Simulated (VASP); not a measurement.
# GaAs (F-43m) in VASP: notebook

The runs below take GaAs through relaxation of cell and atoms, with r2SCAN.

Everything below comes from runs of VASP 6.6.1. Logs are shortened: lines on timing, memory, paths and dates and some standing lists are left out, and cuts for length are marked.

## (1) The cell of the first run

Symmetry: F-43m, No. 216, cubic system. Conventional cell: a = 5.667 Å, b = 5.667 Å, c = 5.667 Å, α = 90.00°, β = 90.00°, γ = 90.00°. Within 3.2 Å of Ga (site symmetry -43m) lie 4 As at 2.45 Å. Within 3.2 Å of As (site symmetry -43m) lie 4 Ga at 2.45 Å.

## (2) Relaxation of cell and atoms, r2SCAN, target pressure 2 GPa, at which the enthalpy is minimised

POSCAR

```
GaAs
1.0
    0.0000000000      2.8334677908      2.8334677908
    2.8334677908      0.0000000000      2.8334677908
    2.8334677908      2.8334677908      0.0000000000
Ga As
1 1
Direct
    0.0000000000      0.0000000000      0.0000000000
    0.7500000000      0.7500000000      0.7500000000
```

INCAR.step1

```
SYSTEM = GaAs
  ALGO = Normal
  EDIFF = 1E-4
  ENCUT = 600
  GGA = PE
  ISMEAR = 0
  LASPH = .TRUE.
  LCHARG = .FALSE.
  LREAL = .FALSE.
  LWAVE = .TRUE.
  NELM = 60
  PREC = Accurate
  SIGMA = 0.01
```

INCAR.step2

```
SYSTEM = GaAs
  ALGO = Normal
  EDIFF = 1E-6
  EDIFFG = -0.002
  ENCUT = 600
  IBRION = 2
  ISIF = 3
  ISMEAR = 0
  ISTART = 1
  LASPH = .TRUE.
  LCHARG = .FALSE.
  LMIXTAU = .TRUE.
  LREAL = .FALSE.
  LWAVE = .FALSE.
  METAGGA = R2SCAN
  NELM = 60
  NSW = 100
  PREC = Accurate
  PSTRESS = 20.0
  SIGMA = 0.01
```

KPOINTS

```
k-points
0
G
  8 8 8
  0 0 0
```

Potentials or basis: VASP PAW PBE potentials, release 64 (Ga_d, As).

Launch:

```console
cat potpaw_PBE.64/Ga_d/POTCAR potpaw_PBE.64/As/POTCAR > POTCAR
cp INCAR.step1 INCAR
mpirun -np 1 vasp_std > vasp.out
cp INCAR.step2 INCAR
mpirun -np 1 vasp_std > vasp.out
```

OUTCAR:

```text
SYSTEM = GaAs
   EDIFF = 1E-6
   EDIFFG = -0.002
   ENCUT = 600
   IBRION = 2
   ISIF = 3
   ISMEAR = 0
   ISTART = 1
   LASPH = .TRUE.
   LREAL = .FALSE.
   METAGGA = R2SCAN
   NELM = 60
   NSW = 100
   PREC = Accurate
   PSTRESS = 20.0

 ion  position               nearest neighbor table
   1  0.000  0.000  0.000-   2 2.45   2 2.45   2 2.45   2 2.45
   2  0.750  0.750  0.750-   1 2.45   1 2.45   1 2.45   1 2.45

  LATTYP: Found a face centered cubic cell.
 ALAT       =     5.6669355816

  Lattice vectors:

 A1 = (   0.0000000000,   2.8334677908,   2.8334677908)
 A2 = (   2.8334677908,   0.0000000000,   2.8334677908)
 A3 = (   2.8334677908,   2.8334677908,   0.0000000000)

Analysis of symmetry for initial positions (statically):
=====================================================================
 Subroutine PRICEL returns:
 Original cell was already a primitive cell.

 Routine SETGRP: Setting up the symmetry group for a
 face centered cubic supercell.

 Subroutine GETGRP returns: Found 24 space group operations
 (whereof 24 operations were pure point group operations)
 out of a pool of 48 trial point group operations.

The static configuration has the point symmetry T_d .

Analysis of symmetry for dynamics (positions and initial velocities):
=====================================================================
 Subroutine PRICEL returns:
 Original cell was already a primitive cell.

 Routine SETGRP: Setting up the symmetry group for a
 face centered cubic supercell.

 Subroutine GETGRP returns: Found 24 space group operations
 (whereof 24 operations were pure point group operations)
 out of a pool of 48 trial point group operations.

The dynamic configuration has the point symmetry T_d .

 Subroutine INISYM returns: Found 24 space group operations
 (whereof 24 operations are pure point group operations),
 and found     1 'primitive' translations

----------------------------------------------------------------------------------------

                                     Primitive cell

  volume of cell :      45.4972

  direct lattice vectors                    reciprocal lattice vectors
     0.000000000  2.833467791  2.833467791    -0.176462214  0.176462214  0.176462214
     2.833467791  0.000000000  2.833467791     0.176462214 -0.176462214  0.176462214
     2.833467791  2.833467791  0.000000000     0.176462214  0.176462214 -0.176462214

  length of vectors
     4.007128578  4.007128578  4.007128578     0.305641520  0.305641520  0.305641520

  position of ions in fractional coordinates (direct lattice)
     0.000000000  0.000000000  0.000000000
     0.750000000  0.750000000  0.750000000

  ion indices of the primitive-cell ions
   primitive index   ion index
                 1           1
                 2           2

----------------------------------------------------------------------------------------

 KPOINTS: k-points

Automatic generation of k-mesh.
 Grid dimensions read from file:
 generate k-points for:    8    8    8

 Generating k-lattice:

  Cartesian coordinates                     Fractional coordinates (reciprocal lattice)
    -0.022057777  0.022057777  0.022057777     0.125000000  0.000000000  0.000000000
     0.022057777 -0.022057777  0.022057777     0.000000000  0.125000000  0.000000000
     0.022057777  0.022057777 -0.022057777     0.000000000  0.000000000  0.125000000

  Length of vectors
     0.038205190  0.038205190  0.038205190

  Shift w.r.t. Gamma in fractional coordinates (k-lattice)
     0.000000000  0.000000000  0.000000000

 Subroutine IBZKPT returns following result:
 ===========================================

 Found     29 irreducible k-points:

 Following reciprocal coordinates:
            Coordinates               Weight
  0.000000  0.000000  0.000000      1.000000
  0.125000  0.000000  0.000000      8.000000
  0.250000  0.000000  0.000000      8.000000
  0.375000  0.000000  0.000000      8.000000
  0.500000  0.000000  0.000000      4.000000
  0.125000  0.125000  0.000000      6.000000
[... 16 lines left out ...]
  0.500000  0.250000  0.125000     48.000000
 -0.375000  0.250000  0.125000     24.000000
 [... further k-points ...]
   k-points           NKPTS =     29   k-points in BZ     NKDIM =     29   number of bands    NBANDS=     13
   number of dos      NEDOS =    301   number of ions     NIONS =      2
   total plane-waves  NPLWV =  32768
   dimension x,y,z NGX =    32 NGY =   32 NGZ =   32
   dimension x,y,z NGXF=    64 NGYF=   64 NGZF=   64
   ions per type =               1   1
   NGX,Y,Z   is equivalent  to a cutoff of  13.28, 13.28, 13.28 a.u.
   NGXF,Y,Z  is equivalent  to a cutoff of  26.55, 26.55, 26.55 a.u.
 SYSTEM =  GaAs
   PREC   = accura    normal or accurate (medium, high low for compatibility)
   ISTART =      1    job   : 0-new  1-cont  2-samecut
   ICHARG =      0    charge: 1-file 2-atom 10-const
   ISPIN  =      1    spin polarized calculation?
   LNONCOLLINEAR =      F non collinear calculations
   LSORBIT =      F    spin-orbit coupling
   LASPH  =      T    aspherical Exc in radial PAW
   ENCUT  =  600.0 eV  44.10 Ry    6.64 a.u.   8.00  8.00  8.00*2*pi/ulx,y,z
   NELM   =     60;   NELMIN=  2; NELMDL=  0     # of ELM steps
   EDIFF  = 0.1E-05   stopping-criterion for ELM
   LREAL  =      F    real-space projection
   EDIFFG = -.2E-02   stopping-criterion for IOM
   NSW    =    100    number of steps for IOM
   IBRION =      2    ionic relax: 0-MD 1-quasi-New 2-CG
   NFREE  =      1    steps in history (QN), initial steepest desc. (CG)
   ISIF   =      3    stress and relaxation
   ISYM   =      2    0-nonsym 1-usesym 2-fastsym
   POTIM  = 0.5000    time-step for ionic-motion
   TEBEG  =    0.0;   TEEND  =   0.0 temperature during run
   PSTRESS=   20.0 pullay stress
   NELECT =      18.0000    total number of electrons
   NUPDOWN=      -1.0000    fix difference up-down
   EMIN   =  10.00;   EMAX   =-10.00  energy-range for DOS
   EFERMI =   0.00;   METHOD = LEGACY
   ISMEAR =     0;   SIGMA  =   0.01  broadening in eV -4-tet -1-fermi 0-gaus
   EFERMI_NEDOS =   21; number of points for ismear=-14 and -15
   IALGO  =     38    algorithm
   IMIX   =      4    mixing-type and parameters
     AMIX     =   0.40;   BMIX     =  1.00
     AMIX_MAG =   1.60;   BMIX_MAG =  1.00
  volume/ion in A,a.u.               =      22.75       153.52
  Fermi-wavevector in a.u.,A,eV,Ry     =   1.201814  2.271100 19.651680  1.444358
  Thomas-Fermi vector in A             =   2.337613
   LORBIT       =      0    0 simple, 1 ext, 2 COOP (PROOUT), +10 PAW based schemes
   METAGGA = R2SCAN    functional components
   LHFCALC =     F    Hartree Fock is set to
   AEXX    =    0.0000 exact exchange contribution
   IVDW    =     0    specifies the selected vdW correction
   LEPSILON=     F    determine dielectric tensor
   LRPA    =     F    only Hartree local field effects (RPA)
 conjugate gradient relaxation of ions
 non-spin polarized calculation
 Gauss-broadening in eV      SIGMA  =   0.01
  energy-cutoff  :      600.00
  volume of cell :       45.50
 maximum number of plane-waves:      1540
   NGX = 17   NGY = 17   NGZ = 17

--------------------------------------- Ionic step        1  -------------------------------------------

 number of electron      18.0000010 magnetization

 Free energy of the ion-electron system (eV)
  ---------------------------------------------------
  ext. energy  EPLUGINS =         0.00000000
  ---------------------------------------------------
  free energy    TOTEN  =       -27.05408767 eV

  energy without entropy =      -27.05408767  energy(sigma->0) =      -27.05408767

------------------------ aborting loop because EDIFF is reached ----------------------------------------

  FORCE on cell =-STRESS in cart. coord.  units (eV):
  Direction    XX          YY          ZZ          XY          YZ          ZX
  --------------------------------------------------------------------------------------
  -------------------------------------------------------------------------------------
  Total        0.0234463      0.0234463      0.0234463      0.0000000      0.0000000      0.0000000
  in kB        0.8256585      0.8256585      0.8256585      0.0000000      0.0000000      0.0000000
  external PRESSURE =     -19.1743415 kB  Pullay stress =      20.0000000 kB
[... 23 lines left out ...]
  enthalpy is  TOTEN    =       -26.4861453254 eV   P V=        0.5679423440

--------------------------------------- Ionic step        2  -------------------------------------------

 number of electron      18.0000002 magnetization

 E-fermi :   4.0986     XC(G=0): -10.4130

 val. band max:        3.9938729364   @ k =   0.0000   0.0000   0.0000
 cond. band min:       5.2560333244   @ k =   0.0000   0.0000   0.0000
 fundamental gap:      1.2621603880
 Fermi energy:         4.0985552821

 k-point     1 :       0.0000    0.0000    0.0000
  band No.  band energies     occupation
      1     -11.3039      2.00000
      2     -11.3039      2.00000
      3     -11.3039      2.00000
      4     -11.2047      2.00000
      5     -11.2047      2.00000
      6      -9.4645      2.00000
      7       3.9938      2.00000
      8       3.9939      2.00000
      9       3.9939      2.00000
     10       5.2560      0.00000
     11       8.0406      0.00000
     12       8.0407      0.00000
     13       8.0407      0.00000
[... 479 lines left out ...]
  enthalpy is  TOTEN    =       -26.4933895317 eV   P V=        0.5537268646

--------------------------------------- Ionic step        5  -------------------------------------------

 number of electron      18.0000007 magnetization

 Free energy of the ion-electron system (eV)
  ---------------------------------------------------
  ext. energy  EPLUGINS =         0.00000000
  ---------------------------------------------------
  free energy    TOTEN  =       -27.04711382 eV

  energy without entropy =      -27.04711382  energy(sigma->0) =      -27.04711382

 E-fermi :   3.9149     XC(G=0): -10.3436

 val. band max:        3.8547894414   @ k =   0.0000   0.0000   0.0000
 cond. band min:       4.9994884730   @ k =   0.0000   0.0000   0.0000
 fundamental gap:      1.1446990316
 Fermi energy:         3.9148716202

 k-point     1 :       0.0000    0.0000    0.0000
  band No.  band energies     occupation
      1     -11.4158      2.00000
      2     -11.4158      2.00000
      3     -11.4157      2.00000
      4     -11.3207      2.00000
      5     -11.3207      2.00000
      6      -9.4937      2.00000
      7       3.8548      2.00000
      8       3.8548      2.00000
      9       3.8548      2.00000
     10       4.9995      0.00000
     11       7.8989      0.00000
     12       7.8990      0.00000
     13       7.8990      0.00000
[... 397 lines left out ...]
  FREE ENERGIE OF THE ION-ELECTRON SYSTEM (eV)
  ---------------------------------------------------
  free  energy   TOTEN  =       -27.0471138173 eV

  energy  without entropy=      -27.0471138173  energy(sigma->0) =      -27.04711382

  enthalpy is  TOTEN    =       -26.4933901242 eV   P V=        0.5537236931

 reached required accuracy - stopping structural energy minimisation
```

Run time: 97 s. Hardware: 1 thread of Intel Xeon 6975P-C (Granite Rapids), shared host; peak memory 0.2 GiB.

Results:

```
Free energy                                                : -27.0471 eV
Relaxed volume                                             : 22.18 Å³/atom
Relaxed cell                                               : a = 3.973 Å, b = 3.973 Å, c = 3.973 Å, α = 60.00°, β = 60.00°, γ = 60.00°
Space group after relaxing (to 0.1 Å)                      : F-43m (No. 216)
Energy change on relaxing (the run minimises the enthalpy) : +3.5 meV/atom
Ionic steps                                                : 5
Pressure after relaxing                                    : 2.0 GPa
Band gap on the k mesh                                     : 1.14 eV
```

The path:
```
step  energy change (eV)  largest force (eV/Å)  pressure (GPa)  volume (Å³)
   1              0.0000                0.0000            0.08        45.50
   2              0.0171                0.0000            3.18        43.73
   3              0.0073                0.0000            2.02        44.34
   4              0.0070                0.0000            1.98        44.36
   5              0.0070                0.0000            2.00        44.36
```

Final structure:
```
Ga As
1.0
     0.00000    2.80962    2.80962
     2.80962    0.00000    2.80962
     2.80962    2.80962    0.00000
Ga As
1 1
Cartesian
  2.8096 2.8096 0.0000
  4.2144 4.2144 4.2144
```

Caveat: the cell is relaxed towards a set pressure, so the run minimises the enthalpy, not the energy; the PAW data sets were made with another functional, which shifts forces and pressure a little.

## (3) Relaxation of cell and atoms, r2SCAN, target pressure 4 GPa, at which the enthalpy is minimised

POSCAR is that of step 2.

Changes to INCAR.step1 since step 2:

```diff
@@ -10,3 +10,3 @@
   LWAVE = .TRUE.
-  NELM = 60
+  NELM = 100
   PREC = Accurate
```

Changes to INCAR.step2 since step 2:

```diff
@@ -15,6 +15,6 @@
   METAGGA = R2SCAN
-  NELM = 60
+  NELM = 100
   NSW = 100
   PREC = Accurate
-  PSTRESS = 20.0
+  PSTRESS = 40.0
   SIGMA = 0.01
```

KPOINTS is that of step 2.

Potentials or basis: VASP PAW PBE potentials, release 64 (Ga_d, As).

Launch:

```console
cat potpaw_PBE.64/Ga_d/POTCAR potpaw_PBE.64/As/POTCAR > POTCAR
cp INCAR.step1 INCAR
mpirun -np 1 vasp_std > vasp.out
cp INCAR.step2 INCAR
mpirun -np 1 vasp_std > vasp.out
```

OUTCAR:

```text
SYSTEM = GaAs
   EDIFF = 1E-6
   EDIFFG = -0.002
   ENCUT = 600
   IBRION = 2
   ISIF = 3
   ISMEAR = 0
   ISTART = 1
   LASPH = .TRUE.
   LREAL = .FALSE.
   METAGGA = R2SCAN
   NELM = 100
   NSW = 100
   PREC = Accurate
   PSTRESS = 40.0

 ion  position               nearest neighbor table
   1  0.000  0.000  0.000-   2 2.45   2 2.45   2 2.45   2 2.45
   2  0.750  0.750  0.750-   1 2.45   1 2.45   1 2.45   1 2.45

  LATTYP: Found a face centered cubic cell.
 ALAT       =     5.6669355816

  Lattice vectors:

 A1 = (   0.0000000000,   2.8334677908,   2.8334677908)
 A2 = (   2.8334677908,   0.0000000000,   2.8334677908)
 A3 = (   2.8334677908,   2.8334677908,   0.0000000000)

Analysis of symmetry for initial positions (statically):
=====================================================================
 Subroutine PRICEL returns:
 Original cell was already a primitive cell.

 Routine SETGRP: Setting up the symmetry group for a
 face centered cubic supercell.

 Subroutine GETGRP returns: Found 24 space group operations
 (whereof 24 operations were pure point group operations)
 out of a pool of 48 trial point group operations.

The static configuration has the point symmetry T_d .

Analysis of symmetry for dynamics (positions and initial velocities):
=====================================================================
 Subroutine PRICEL returns:
 Original cell was already a primitive cell.

 Routine SETGRP: Setting up the symmetry group for a
 face centered cubic supercell.

[... 148 lines left out ...]
  ---------------------------------------------------
  ext. energy  EPLUGINS =         0.00000000
  ---------------------------------------------------
  free energy    TOTEN  =       -27.05408767 eV

  energy without entropy =      -27.05408767  energy(sigma->0) =      -27.05408767

 E-fermi :   3.6686     XC(G=0): -10.2214

 val. band max:        3.6134996350   @ k =   0.0000   0.0000   0.0000
 cond. band min:       4.5533862271   @ k =   0.0000   0.0000   0.0000
 fundamental gap:      0.9398865920
 Fermi energy:         3.6685502480

 k-point     1 :       0.0000    0.0000    0.0000
  band No.  band energies     occupation
      1     -11.6123      2.00000
      2     -11.6123      2.00000
      3     -11.6122      2.00000
      4     -11.5243      2.00000
      5     -11.5243      2.00000
      6      -9.5450      2.00000
      7       3.6135      2.00000
      8       3.6135      2.00000
      9       3.6135      2.00000
     10       4.5534      0.00000
     11       7.6524      0.00000
     12       7.6525      0.00000
     13       7.6525      0.00000
[... 595 lines left out ...]
--------------------------------------- Ionic step        7  -------------------------------------------

 number of electron      17.9999998 magnetization

 Free energy of the ion-electron system (eV)
  ---------------------------------------------------
  ext. energy  EPLUGINS =         0.00000000
  ---------------------------------------------------
  free energy    TOTEN  =       -27.02826837 eV

  energy without entropy =      -27.02826837  energy(sigma->0) =      -27.02826837

 E-fermi :   4.1375     XC(G=0): -10.4572

 val. band max:        4.0834173258   @ k =   0.0000   0.0000   0.0000
 cond. band min:       5.4196961620   @ k =   0.0000   0.0000   0.0000
 fundamental gap:      1.3362788362
 Fermi energy:         4.1375154244

 k-point     1 :       0.0000    0.0000    0.0000
  band No.  band energies     occupation
      1     -11.2332      2.00000
      2     -11.2332      2.00000
      3     -11.2332      2.00000
      4     -11.1314      2.00000
      5     -11.1314      2.00000
      6      -9.4459      2.00000
      7       4.0834      2.00000
      8       4.0834      2.00000
      9       4.0834      2.00000
     10       5.4197      0.00000
     11       8.1307      0.00000
     12       8.1308      0.00000
     13       8.1308      0.00000
[... 401 lines left out ...]
  energy  without entropy=      -27.0282683749  energy(sigma->0) =      -27.02826837

  enthalpy is  TOTEN    =       -25.9463706156 eV   P V=        1.0818977592

 reached required accuracy - stopping structural energy minimisation
```

Run time: 2.1 min. Hardware: 1 thread of Intel Xeon 6975P-C (Granite Rapids), shared host; peak memory 0.21 GiB.

What came out:

* Free energy: -27.0283 eV
* Relaxed volume: 21.67 Å³/atom
* Relaxed cell: a = 3.943 Å, b = 3.943 Å, c = 3.943 Å, α = 60.00°, β = 60.00°, γ = 60.00°
* Space group after relaxing (to 0.1 Å): F-43m (No. 216)
* Energy change on relaxing (the run minimises the enthalpy): +12.9 meV/atom
* Ionic steps: 7
* Pressure after relaxing: 4.0 GPa
* Band gap on the k mesh: 1.34 eV

The path:
```tsv
step	energy change (eV)	largest force (eV/Å)	pressure (GPa)	volume (Å³)
1	0.0000	0.0000	0.08	45.50
2	0.0741	0.0000	7.22	41.93
3	0.0263	0.0000	3.98	43.31
4	0.0274	0.0000	4.15	43.27
5	0.0246	0.0000	3.83	43.39
6	0.0262	0.0000	4.06	43.32
7	0.0258	0.0000	4.01	43.33
```

Final structure:
```yaml
crystal:
  lattice:
    - [0.00000, 2.78785, 2.78785]
    - [2.78785, 0.00000, 2.78785]
    - [2.78785, 2.78785, 0.00000]
  atoms:
    - { symbol: Ga, position: [0.00000, 0.00000, 0.00000] }
    - { symbol: As, position: [0.75000, 0.75000, 0.75000] }
```

Caveat: the cell is relaxed towards a set pressure, so the run minimises the enthalpy, not the energy; the PAW data sets were made with another functional, which shifts forces and pressure a little.

(Continued in part 2 of 2.)
